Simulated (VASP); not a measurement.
# SnSe in VASP: settings compared, part 3 of 3

VASP 6.6.1.

## (4) Single point, PBEsol

Contents of INCAR:

```
PREC = Accurate
ENCUT = 520
EDIFF = 1E-6
ISMEAR = 1
SIGMA = 0.05
LREAL = F
LASPH = T
NELM = 60
ALGO = Normal
ISIF = 2
LWAVE = F
LCHARG = T
GGA = PS
LELF = T
LVHAR = T
NBANDS = 28
```

Contents of KPOINTS:

```
Automatic mesh
0
Gamma
  6 6 2
```

Contents of POSCAR:

```
SnSe
1.0
    4.2853270000      0.0000000000      0.0000000000
    0.0000000000      4.2853270000      0.0000000000
    0.0000000000      0.0000000000     10.9906920000
Sn Se
2 2
Direct
    0.5000000000      0.0000000000      0.3722300000
    0.0000000000      0.5000000000      0.6277700000
    0.5000000000      0.0000000000      0.6160400000
    0.0000000000      0.5000000000      0.3839600000
```

Potentials or basis: VASP PAW PBE potentials, release 64 (Sn_d, Se).

The run is started by

```
$ cat potpaw_PBE.64/Sn_d/POTCAR potpaw_PBE.64/Se/POTCAR > POTCAR
$ mpirun -np 1 vasp_std > vasp.out
```

OUTCAR:

```text
PREC = Accurate
   ENCUT = 520
   EDIFF = 1E-6
   ISMEAR = 1
   LREAL = F
   LASPH = T
   NELM = 60
   ISIF = 2
   GGA = PS

 ion  position               nearest neighbor table
   1  0.500  0.000  0.372-   3 2.68   4 3.03   4 3.03   4 3.03   4 3.03
   2  0.000  0.500  0.628-   4 2.68   3 3.03   3 3.03   3 3.03   3 3.03
   3  0.500  0.000  0.616-   1 2.68   2 3.03   2 3.03   2 3.03   2 3.03
   4  0.000  0.500  0.384-   2 2.68   1 3.03   1 3.03   1 3.03   1 3.03

  LATTYP: Found a simple tetragonal cell.
 ALAT       =     4.2853270000
 C/A-ratio  =     2.5647265658

  Lattice vectors:

 A1 = (   4.2853270000,   0.0000000000,   0.0000000000)
 A2 = (   0.0000000000,   4.2853270000,   0.0000000000)
 A3 = (   0.0000000000,   0.0000000000,  10.9906920000)

Analysis of symmetry for initial positions (statically):
=====================================================================
 Subroutine PRICEL returns:
 Original cell was already a primitive cell.

 Routine SETGRP: Setting up the symmetry group for a
 simple tetragonal supercell.

 Subroutine GETGRP returns: Found 16 space group operations
 (whereof  8 operations were pure point group operations)
 out of a pool of 16 trial point group operations.

The static configuration has the point symmetry D_2d.
 The point group associated with its full space group is D_4h.

Analysis of symmetry for dynamics (positions and initial velocities):
=====================================================================
 Subroutine PRICEL returns:
 Original cell was already a primitive cell.

 Routine SETGRP: Setting up the symmetry group for a
 simple tetragonal supercell.

 Subroutine GETGRP returns: Found 16 space group operations
 (whereof  8 operations were pure point group operations)
 out of a pool of 16 trial point group operations.

The dynamic configuration has the point symmetry D_2d.
 The point group associated with its full space group is D_4h.

 Subroutine INISYM returns: Found 16 space group operations
 (whereof  8 operations are pure point group operations),
 and found     1 'primitive' translations

----------------------------------------------------------------------------------------

                                     Primitive cell

  volume of cell :     201.8334

  direct lattice vectors                    reciprocal lattice vectors
     4.285327000  0.000000000  0.000000000     0.233354421  0.000000000  0.000000000
     0.000000000  4.285327000  0.000000000     0.000000000  0.233354421  0.000000000
     0.000000000  0.000000000 10.990692000     0.000000000  0.000000000  0.090986082

  length of vectors
     4.285327000  4.285327000 10.990692000     0.233354421  0.233354421  0.090986082

  position of ions in fractional coordinates (direct lattice)
     0.500000000  0.000000000  0.372230000
     0.000000000  0.500000000  0.627770000
     0.500000000  0.000000000  0.616040000
     0.000000000  0.500000000  0.383960000

  ion indices of the primitive-cell ions
   primitive index   ion index
                 1           1
                 2           2
                 3           3
                 4           4

----------------------------------------------------------------------------------------

 KPOINTS: Automatic mesh

Automatic generation of k-mesh.
 Grid dimensions read from file:
 generate k-points for:    6    6    2

 Generating k-lattice:

  Cartesian coordinates                     Fractional coordinates (reciprocal lattice)
     0.038892403  0.000000000  0.000000000     0.166666667  0.000000000  0.000000000
     0.000000000  0.038892403  0.000000000     0.000000000  0.166666667  0.000000000
     0.000000000  0.000000000  0.045493041     0.000000000  0.000000000  0.500000000

  Length of vectors
     0.038892403  0.038892403  0.045493041

  Shift w.r.t. Gamma in fractional coordinates (k-lattice)
     0.000000000  0.000000000  0.000000000

 Subroutine IBZKPT returns following result:
 ===========================================

 Found     20 irreducible k-points:

 Following reciprocal coordinates:
            Coordinates               Weight
  0.000000  0.000000  0.000000      1.000000
  0.166667  0.000000  0.000000      4.000000
  0.333333  0.000000  0.000000      4.000000
  0.500000  0.000000  0.000000      2.000000
  0.166667  0.166667  0.000000      4.000000
  0.333333  0.166667  0.000000      8.000000
[... 12 lines left out ...]
  0.500000  0.333333  0.500000      4.000000
  0.500000  0.500000  0.500000      1.000000
   k-points           NKPTS =     20   k-points in BZ     NKDIM =     20   number of bands    NBANDS=     28
   number of dos      NEDOS =    301   number of ions     NIONS =      4
   total plane-waves  NPLWV =  86016
   dimension x,y,z NGX =    32 NGY =   32 NGZ =   84
   dimension x,y,z NGXF=    64 NGYF=   64 NGZF=  168
   ions per type =               2   2
   NGX,Y,Z   is equivalent  to a cutoff of  12.41, 12.41, 12.71 a.u.
   NGXF,Y,Z  is equivalent  to a cutoff of  24.83, 24.83, 25.41 a.u.
 SYSTEM =  unknown system
   PREC   = accura    normal or accurate (medium, high low for compatibility)
   ISTART =      0    job   : 0-new  1-cont  2-samecut
   ICHARG =      2    charge: 1-file 2-atom 10-const
   ISPIN  =      1    spin polarized calculation?
   LNONCOLLINEAR =      F non collinear calculations
   LSORBIT =      F    spin-orbit coupling
   LASPH  =      T    aspherical Exc in radial PAW
   ENCUT  =  520.0 eV  38.22 Ry    6.18 a.u.   7.97  7.97 20.44*2*pi/ulx,y,z
   NELM   =     60;   NELMIN=  2; NELMDL= -5     # of ELM steps
   EDIFF  = 0.1E-05   stopping-criterion for ELM
   LREAL  =      F    real-space projection
   EDIFFG = 0.1E-04   stopping-criterion for IOM
   NSW    =      0    number of steps for IOM
   IBRION =     -1    ionic relax: 0-MD 1-quasi-New 2-CG
   NFREE  =      0    steps in history (QN), initial steepest desc. (CG)
   ISIF   =      2    stress and relaxation
   ISYM   =      2    0-nonsym 1-usesym 2-fastsym
   POTIM  = 0.5000    time-step for ionic-motion
   TEBEG  =    0.0;   TEEND  =   0.0 temperature during run
   PSTRESS=    0.0 pullay stress
   NELECT =      40.0000    total number of electrons
   NUPDOWN=      -1.0000    fix difference up-down
   EMIN   =  10.00;   EMAX   =-10.00  energy-range for DOS
   EFERMI =   0.00;   METHOD = LEGACY
   ISMEAR =     1;   SIGMA  =   0.05  broadening in eV -4-tet -1-fermi 0-gaus
   EFERMI_NEDOS =   21; number of points for ismear=-14 and -15
   IALGO  =     38    algorithm
   IMIX   =      4    mixing-type and parameters
     AMIX     =   0.40;   BMIX     =  1.00
     AMIX_MAG =   1.60;   BMIX_MAG =  1.00
  volume/ion in A,a.u.               =      50.46       340.51
  Fermi-wavevector in a.u.,A,eV,Ry     =   0.954473  1.803693 12.395173  0.911020
  Thomas-Fermi vector in A             =   2.083223
   LORBIT       =      0    0 simple, 1 ext, 2 COOP (PROOUT), +10 PAW based schemes
   GGA     = PS    functional components
   LHFCALC =     F    Hartree Fock is set to
   AEXX    =    0.0000 exact exchange contribution
   IVDW    =     0    specifies the selected vdW correction
   LEPSILON=     F    determine dielectric tensor
   LRPA    =     F    only Hartree local field effects (RPA)
 non-spin polarized calculation
 Methfessel and Paxton  Order N= 1 SIGMA  =   0.05
  energy-cutoff  :      520.00
  volume of cell :      201.83
 maximum number of plane-waves:      5480
 NGX is ok and might be reduce to    32
   NGX = 15   NGY = 15   NGZ = 41

 number of electron      40.0000020 magnetization

 Free energy of the ion-electron system (eV)
  ---------------------------------------------------
  ext. energy  EPLUGINS =         0.00000000
  ---------------------------------------------------
  free energy    TOTEN  =       -17.57078052 eV

  energy without entropy =      -17.57110354  energy(sigma->0) =      -17.57088819

 E-fermi :   0.5487     XC(G=0):  -6.0853

 val. band max:        0.5078388701   @ k =   0.3333   0.0000   0.5000
 cond. band min:       1.9724072975   @ k =   0.3333   0.0000   0.5000
 fundamental gap:      1.4645684275
 Fermi energy:         0.5486658788

 k-point     1 :       0.0000    0.0000    0.0000
  band No.  band energies     occupation
      1     -20.4485      2.00000
      2     -20.4429      2.00000
      3     -20.4405      2.00000
      4     -20.4356      2.00000
      5     -20.4335      2.00000
      6     -20.4069      2.00000
[... 609 lines left out ...]
     27       7.0127      0.00000
     28       7.0127      0.00000

------------------------ aborting loop because EDIFF is reached ----------------------------------------

  FORCE on cell =-STRESS in cart. coord.  units (eV):
  Direction    XX          YY          ZZ          XY          YZ          ZX
  --------------------------------------------------------------------------------------
  -------------------------------------------------------------------------------------
  Total       -1.2175405     -1.2175405     -0.0563262      0.0000000      0.0000000      0.0000000
  in kB       -9.6649815     -9.6649815     -0.4471243      0.0000000      0.0000000      0.0000000
  external PRESSURE =      -6.5923624 kB  Pullay stress =       0.0000000 kB

 VOLUME and BASIS-vectors are now :
 -----------------------------------------------------------------------------
  energy-cutoff  :      520.00
  volume of cell :      201.83
      direct lattice vectors                 reciprocal lattice vectors
     4.285327000  0.000000000  0.000000000     0.233354421  0.000000000  0.000000000
     0.000000000  4.285327000  0.000000000     0.000000000  0.233354421  0.000000000
     0.000000000  0.000000000 10.990692000     0.000000000  0.000000000  0.090986082

 POSITION                                       TOTAL-FORCE (eV/Angst)
 -----------------------------------------------------------------------------------
      2.14266      0.00000      4.09107        -0.000000      0.000000      0.094133
      0.00000      2.14266      6.89963         0.000000     -0.000000     -0.094133
      2.14266      0.00000      6.77071         0.000000      0.000000      0.091727
      0.00000      2.14266      4.21999         0.000000     -0.000000     -0.091727
 -----------------------------------------------------------------------------------
    total drift:                                0.000000      0.000000      0.000000

  FREE ENERGIE OF THE ION-ELECTRON SYSTEM (eV)
  ---------------------------------------------------
  free  energy   TOTEN  =       -17.5707805177 eV

  energy  without entropy=      -17.5711035406  energy(sigma->0) =      -17.57088819
```

OSZICAR:

```text
N       E                     dE             d eps       ncg     rms          rms(c)
DAV:   1     0.343940075137E+03    0.34394E+03   -0.18649E+04  1196   0.147E+03
DAV:   2     0.287152256281E+02   -0.31522E+03   -0.30639E+03  1212   0.363E+02
DAV:   3    -0.159421133780E+02   -0.44657E+02   -0.44033E+02  1420   0.144E+02
DAV:   4    -0.180091856128E+02   -0.20671E+01   -0.20588E+01  1344   0.330E+01
DAV:   5    -0.180670874625E+02   -0.57902E-01   -0.57879E-01  1516   0.576E+00    0.446E+00
DAV:   6    -0.176124800710E+02    0.45461E+00   -0.99976E-01  1532   0.554E+00    0.274E+00
DAV:   7    -0.175828798791E+02    0.29600E-01   -0.28701E-01  1408   0.219E+00    0.112E+00
DAV:   8    -0.175714374377E+02    0.11442E-01   -0.33491E-02  1360   0.118E+00    0.240E-01
DAV:   9    -0.175677904648E+02    0.36470E-02   -0.65854E-03  1312   0.469E-01    0.125E-01
DAV:  10    -0.175674016593E+02    0.38881E-03   -0.36313E-03  1168   0.232E-01    0.525E-02
DAV:  11    -0.175687356414E+02   -0.13340E-02   -0.14263E-03  1336   0.134E-01    0.605E-02
DAV:  12    -0.175706267389E+02   -0.18911E-02   -0.69596E-04  1156   0.128E-01    0.213E-02
DAV:  13    -0.175707541552E+02   -0.12742E-03   -0.54058E-05  1156   0.417E-02    0.145E-02
DAV:  14    -0.175707804236E+02   -0.26268E-04   -0.35528E-05   972   0.322E-02    0.401E-03
DAV:  15    -0.175707805177E+02   -0.94060E-07   -0.15827E-06  1132   0.768E-03
   1 F= -.17570781E+02 E0= -.17570888E+02  d E =0.323023E-03
```

stdout:

```text
POSCAR found type information on POSCAR SnSe
 POSCAR found :  2 types and       4 ions
 scaLAPACK will be used
 -----------------------------------------------------------------------------
|                                                                             |
|                                                                             |
|     You enforced a specific xc type in the INCAR file but a different       |
|     I HOPE YOU KNOW WHAT YOU ARE DOING!                                     |
|                                                                             |
 -----------------------------------------------------------------------------

 LDA part: xc-table for (Slater+PW92), standard interpolation
 POSCAR, INCAR and KPOINTS ok, starting setup
 FFT: planning ... GRIDC
 FFT: planning ... GRID_SOFT
 FFT: planning ... GRID
 WAVECAR not read
 entering main loop
```

Wall time 73 s (1 thread of Intel Xeon Platinum 8375C at 2.90GHz (Ice Lake), shared host); peak memory 0.32 GiB.

What came out:

```yaml
Free_energy: -17.5708 eV
Largest_force: 0.094 eV/Å
Band_gap_on_the_k_mesh: 1.46 eV, direct
```

Forces on the atoms (eV/Å):
```
Sn   0.000  0.000  0.094
Sn   0.000  0.000 -0.094
Se   0.000  0.000  0.092
Se   0.000  0.000 -0.092
```

Caveat: the PAW data sets were made with another functional, which shifts forces and pressure a little; spin-orbit coupling is left out, which moves the levels of the heavy elements.

## (5) The runs side by side

| level | potentials or basis | gap on the mesh (eV) | largest force (eV/Å) |
| --- | --- | --- | --- |
| LDA | VASP PAW LDA potentials, release 64 (Sn_d, Se) | 1.45 | 0.22 |
| BLYP | VASP PAW PBE potentials, release 64 (Sn_d, Se) | 1.46 | 0.52 |
| PBEsol | VASP PAW PBE potentials, release 64 (Sn_d, Se) | 1.46 | 0.09 |

Alike in all rows: task single point; no spin polarisation; cell as given; k mesh 6 × 6 × 2; cutoff (eV) 520; smearing methfessel-paxton 0.05 eV.

Caveats: spin-orbit coupling is left out, which moves the levels of the heavy elements; the PAW data sets were made with another functional, which shifts forces and pressure a little (some runs).

Absolute energies hang on the potentials; compare differences alone.
